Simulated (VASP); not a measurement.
# Si5C4 in VASP: further runs, part 2 of 2

VASP 6.6.1. The steps go on from the part before.

**4. Single point, PBE, collinear spin**

The input, INCAR:

```
  PREC = Accurate
  ENCUT = 520
  EDIFF = 1E-6
  ISMEAR = 0
  SIGMA = 0.05
  LREAL = False
  LASPH = True
  NELM = 150
  ALGO = Normal
  ISIF = 2
  LWAVE = False
  LCHARG = False
  ISPIN = 2
  MAGMOM = 0 0 0 0 0 0 0 0 2
  LORBIT = 11
  LDIPOL = True
  IDIPOL = 3
  DIPOL = 0.5 0.5 0.372
  GGA = PE
  NBANDS = 32
```

The input, KPOINTS:

```
Automatic mesh
0
Gamma
  9 9 1
```

The input, POSCAR:

```
Si5C4
1.0
    3.0920147376      0.0000000000      0.0000000000
   -1.5460073688      2.6777633116      0.0000000000
    0.0000000000      0.0000000000     23.7337369325
C Si
4 5
Direct
    0.3333333333      0.6666666667      0.1685364598
    0.6666666667      0.3333333333      0.2754269373
    0.3333333333      0.6666666667      0.3835939576
    0.6666666667      0.3333333333      0.4915758428
    0.6666666667      0.3333333333      0.1950726408
    0.3333333333      0.6666666667      0.3019631184
    0.6666666667      0.3333333333      0.4085742396
    0.3333333333      0.6666666667      0.5154576781
    1.0000000000      1.0000000000      0.6116146423
```

Potentials or basis: VASP PAW PBE potentials, release 64 (C, Si).

Run with:

```bash
cat potpaw_PBE.64/C/POTCAR potpaw_PBE.64/Si/POTCAR > POTCAR
mpirun -np 1 vasp_std > vasp.out
```

OUTCAR:

```text
PREC = Accurate
   ENCUT = 520
   EDIFF = 1E-6
   ISMEAR = 0
   LREAL = False
   LASPH = True
   NELM = 150
   ISIF = 2
   ISPIN = 2
   LORBIT = 11
   GGA = PE

 ion  position               nearest neighbor table
   1  0.333  0.667  0.169-   5 1.89   5 1.89   5 1.89
   2  0.667  0.333  0.275-   6 1.89   6 1.89   6 1.89   5 1.91
   3  0.333  0.667  0.384-   7 1.88   7 1.88   7 1.88   6 1.94
   4  0.667  0.333  0.492-   8 1.87   8 1.87   8 1.87   7 1.97
   5  0.667  0.333  0.195-   1 1.89   1 1.89   1 1.89   2 1.91   6 3.10   6 3.10   6 3.10
   6  0.333  0.667  0.302-   2 1.89   2 1.89   2 1.89   3 1.94   7 3.10   7 3.10   7 3.10   5 3.10
                             5 3.10   5 3.10
   7  0.667  0.333  0.409-   3 1.88   3 1.88   3 1.88   4 1.97   6 3.10   6 3.10   6 3.10   8 3.10
                             8 3.10   8 3.10
   8  0.333  0.667  0.515-   4 1.87   4 1.87   4 1.87   9 2.90   9 2.90   9 2.90   7 3.10   7 3.10
                             7 3.10
   9  0.000  0.000  0.612-   8 2.90   8 2.90   8 2.90
[... 1043 lines left out ...]
    total drift:                               -0.000000      0.000000     -0.000613

  FREE ENERGIE OF THE ION-ELECTRON SYSTEM (eV)
  ---------------------------------------------------
  free  energy   TOTEN  =       -61.0617660674 eV

  energy  without entropy=      -61.0503404139  energy(sigma->0) =      -61.05605324

 vacuum level on the upper side and lower side of the slab         6.437         7.810

 total charge

# of ion       s       p       d       tot
------------------------------------------
    1        0.874   1.514   0.000   2.387
    2        0.846   1.681   0.000   2.527
    3        0.839   1.693   0.000   2.532
    4        0.847   1.673   0.000   2.520
    5        0.707   0.952   0.000   1.660
    6        0.706   0.945   0.000   1.651
    7        0.711   0.949   0.000   1.660
    8        0.715   0.914   0.000   1.629
    9        0.894   0.590   0.000   1.484
--------------------------------------------------
tot          7.139  10.911   0.000  18.050

 magnetization (x)

# of ion       s       p       d       tot
------------------------------------------
    1        0.000   0.000   0.000   0.000
    2        0.000   0.000   0.000   0.000
    3        0.000   0.000   0.000   0.000
    4        0.000   0.000   0.000   0.000
    5        0.000   0.000   0.000   0.000
    6        0.000   0.000   0.000   0.000
    7        0.000   0.000   0.000   0.000
    8        0.000   0.000   0.000   0.000
    9        0.000   0.000   0.000   0.000
--------------------------------------------------
tot          0.000   0.001   0.000   0.001
```

Wall time 14 min (1 thread of Intel Xeon 8259CL, shared host); peak memory 0.45 GiB.

Results:

```
Free energy                                           : -61.0618 eV
Largest force                                         : 2.716 eV/Å
Band gap on the k mesh                                : zero (filled and empty bands overlap)
Net moment                                            : 0.00 μB per cell
Valence electrons inside the program's atomic spheres : C 2.39, 2.53, 2.52 (each value once); Si 1.66, 1.65, 1.63, 1.48 (each value once)
```

Forces in eV/Å, atoms in the order of the input:
```
C    0.000  0.000  2.347
C    0.000  0.000  0.836
C    0.000  0.000 -0.393
C    0.000  0.000 -1.513
Si   0.000  0.000 -2.716
Si   0.000  0.000 -0.322
Si   0.000  0.000  0.548
Si   0.000  0.000  1.201
Si   0.000  0.000  0.013
```

**5. Single point, LDA, collinear spin**

The input, INCAR:

```
SYSTEM = Si5C4
ALGO = Normal ; DIPOL = 0.5 0.5 0.372
EDIFF = 1E-7 ; ENCUT = 520
GGA = CA ; IDIPOL = 3
ISIF = 2 ; ISMEAR = 0
ISPIN = 2 ; LASPH = .TRUE.
LCHARG = .FALSE. ; LDIPOL = .TRUE.
LORBIT = 11 ; LREAL = .FALSE.
LWAVE = .FALSE. ; MAGMOM = 0 0 0 0 0 0 0 0 2
NBANDS = 32 ; NELM = 150
PREC = Accurate ; SIGMA = 0.05
```

The input, KPOINTS:

```
k-points
0
G
  9 9 1
  0 0 0
```

POSCAR is that of step 4.

Potentials or basis: VASP PAW LDA potentials, release 64 (C, Si).

Run with:

```bash
cat potpaw_LDA.64/C/POTCAR potpaw_LDA.64/Si/POTCAR > POTCAR
mpirun -np 1 vasp_std > vasp.out
```

OUTCAR:

```text
SYSTEM = Si5C4
   EDIFF = 1E-7
   ENCUT = 520
   GGA = CA
   ISIF = 2
   ISMEAR = 0
   ISPIN = 2
   LASPH = .TRUE.
   LORBIT = 11
   LREAL = .FALSE.
   NELM = 150
   PREC = Accurate

 ion  position               nearest neighbor table
   1  0.333  0.667  0.169-   5 1.89   5 1.89   5 1.89
   2  0.667  0.333  0.275-   6 1.89   6 1.89   6 1.89   5 1.91
   3  0.333  0.667  0.384-   7 1.88   7 1.88   7 1.88   6 1.94
   4  0.667  0.333  0.492-   8 1.87   8 1.87   8 1.87   7 1.97
   5  0.667  0.333  0.195-   1 1.89   1 1.89   1 1.89   2 1.91   6 3.10   6 3.10   6 3.10
   6  0.333  0.667  0.302-   2 1.89   2 1.89   2 1.89   3 1.94   7 3.10   7 3.10   7 3.10   5 3.10
                             5 3.10   5 3.10
   7  0.667  0.333  0.409-   3 1.88   3 1.88   3 1.88   4 1.97   6 3.10   6 3.10   6 3.10   8 3.10
                             8 3.10   8 3.10
   8  0.333  0.667  0.515-   4 1.87   4 1.87   4 1.87   9 2.90   9 2.90   9 2.90   7 3.10   7 3.10
[... 1046 lines left out ...]
 -----------------------------------------------------------------------------------
    total drift:                               -0.000000      0.000000     -0.000221

  FREE ENERGIE OF THE ION-ELECTRON SYSTEM (eV)
  ---------------------------------------------------
  free  energy   TOTEN  =       -67.6733590172 eV

  energy  without entropy=      -67.6689584609  energy(sigma->0) =      -67.67115874

 vacuum level on the upper side and lower side of the slab         6.960         7.800

 total charge

# of ion       s       p       d       tot
------------------------------------------
    1        0.857   1.529   0.000   2.386
    2        0.834   1.683   0.000   2.517
    3        0.829   1.695   0.000   2.524
    4        0.837   1.675   0.000   2.513
    5        0.712   0.973   0.000   1.685
    6        0.712   0.957   0.000   1.669
    7        0.716   0.961   0.000   1.677
    8        0.721   0.927   0.000   1.648
    9        0.903   0.597   0.000   1.500
--------------------------------------------------
tot          7.122  10.997   0.000  18.120

 magnetization (x)

# of ion       s       p       d       tot
------------------------------------------
    1       -0.041  -0.326   0.000  -0.367
    2       -0.008  -0.057   0.000  -0.065
    3       -0.001  -0.012   0.000  -0.013
    4        0.000  -0.004   0.000  -0.004
    5        0.002   0.004   0.000   0.006
    6       -0.003  -0.004   0.000  -0.007
    7        0.000   0.000   0.000   0.000
    8        0.001   0.003   0.000   0.004
    9        0.001   0.006   0.000   0.007
--------------------------------------------------
tot         -0.048  -0.391   0.000  -0.439
```

OSZICAR:

```text
N       E                     dE             d eps       ncg     rms          rms(c)
DAV:   1     0.145557811241E+03    0.14556E+03   -0.14446E+04  1536   0.925E+02
DAV:   2    -0.564830877340E+02   -0.20204E+03   -0.18899E+03  2032   0.187E+02
DAV:   3    -0.761410189920E+02   -0.19658E+02   -0.19305E+02  1952   0.563E+01
DAV:   4    -0.769773461766E+02   -0.83633E+00   -0.83367E+00  2168   0.137E+01
[... 32 lines left out ...]
DAV:  37    -0.676733577576E+02   -0.62763E-06   -0.20963E-06  1784   0.564E-03    0.373E-03
DAV:  38    -0.676733582650E+02   -0.50741E-06   -0.14236E-06  1952   0.687E-03    0.186E-03
DAV:  39    -0.676733585684E+02   -0.30341E-06   -0.66958E-07  2128   0.372E-03    0.124E-03
DAV:  40    -0.676733589851E+02   -0.41667E-06   -0.14589E-07  1552   0.152E-03    0.645E-04
DAV:  41    -0.676733590172E+02   -0.32132E-07   -0.39396E-08  1544   0.925E-04
   1 F= -.67673359E+02 E0= -.67671159E+02  d E =-.440056E-02  mag=    -0.9150
```

It took 12 min on 1 thread of Intel Xeon 8259CL, shared host; peak memory 0.32 GiB.

What came out:

```
Free energy                                           : -67.6734 eV
Largest force                                         : 2.720 eV/Å
Net moment                                            : -0.92 μB per cell
Site moments                                          : C -0.37, -0.07, -0.01, -0.00; Si +0.01, -0.01, +0.00 (each value once) μB
Valence electrons inside the program's atomic spheres : C 2.39, 2.52, 2.51 (each value once); Si 1.69, 1.67, 1.68, 1.65, 1.50
```

Forces on the atoms (eV/Å):
```
C    0.000  0.000  2.720
C    0.000  0.000  0.728
C    0.000  0.000 -0.589
C    0.000  0.000 -1.682
Si   0.000  0.000 -2.690
Si   0.000  0.000 -0.199
Si   0.000  0.000  0.733
Si   0.000  0.000  1.138
Si   0.000  0.000 -0.158
```

Levels at points of the mesh, in eV from the Fermi level:
Spin up:
| k point | band 14 | band 15 | band 16 | band 17 | band 18 | band 19 | band 20 | band 21 |
| --- | --- | --- | --- | --- | --- | --- | --- | --- |
| (0.00, 0.00, 0.00) | -1.22 | -1.22 | -0.18 | 0.12 | 0.12 | 3.78 | 4.02 | 4.87 |
Spin down:
```tsv
k point	band 15	band 16	band 17	band 18	band 19	band 20	band 21	band 22
(0.00, 0.00, 0.00)	-1.28	-0.68	-0.35	-0.35	3.79	3.99	4.80	5.47
```

Caveat: a moment this small can come from the mesh or the smearing.

**6. Overview**

| level | potentials or basis | cell | gap on the mesh (eV) | moment (μB) | largest force (eV/Å) |
| --- | --- | --- | --- | --- | --- |
| PBE | VASP PAW PBE potentials, release 64 (C, Si) | as given, atomic positions A | none | 0.96 | 2.72 |
| PBE | VASP PAW PBE potentials, release 64 (C, Si) | as given, atomic positions B | none | 0.00 | 2.84 |
| PBE | VASP PAW PBE potentials, release 64 (C, Si) | as given, atomic positions C | none | 0.00 | 2.72 |
| LDA | VASP PAW LDA potentials, release 64 (C, Si) | as given, atomic positions C | none | 0.92 | 2.72 |

Alike in all rows: task single point; spin collinear; k mesh 9 × 9 × 1; cutoff (eV) 520; smearing gaussian 0.05 eV.

Caveats: a moment this small can come from the mesh or the smearing (at least some runs).

Absolute energies hang on the potentials; compare differences alone.
